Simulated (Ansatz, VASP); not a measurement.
**Two plane-wave programs on PtSe2**

```
Pt Se
1.0
     4.04136    0.00000    0.00000
    -2.02068    3.49992    0.00000
     0.00000    0.00000    5.62469
Pt Se
1 2
Direct
  0.00000 0.00000 0.00000
  0.33333 0.66667 0.20019
  0.66667 0.33333 0.79981
```

Alike in both runs: task single point; functional PBE; k mesh 12 × 12 × 6; occupations gaussian, width 0.05 eV; no spin polarisation.

|  | VASP | Ansatz |
| --- | --- | --- |
| version | VASP 6.6.1 | Ansatz 0.2.0 |
| potentials or method | VASP PAW PBE potentials, release 64 (Pt, Se), cutoff 520 eV | scalar-relativistic, plane waves, PAW |
| valence electrons in the cell | 22 | 50 |

Ansatz gave:

```
gap on the k mesh at the Fermi level (eV)                     : 0.21
least direct gap on the mesh (eV)                             : 0.22
pressure (GPa)                                                : -5.4
traceless stress, the component that is largest in VASP (GPa) : 6.13
rms of the force components (eV/Å)                            : 0.116
```

Task: Which values does VASP return?

Result: gap on the k mesh at the Fermi level (eV): 0.20; least direct gap on the mesh (eV): 0.21; pressure (GPa): -5.4; traceless stress, the component that is largest in VASP (GPa): 6.14; rms of the force components (eV/Å): 0.115.

Atom by atom the forces differ by 0.002 eV/Å (rms over components). VASP's potentials hold 22 valence electrons a cell and Ansatz's 50, so a difference there can come from the potentials and not from the codes.

Spin-orbit coupling is off throughout.
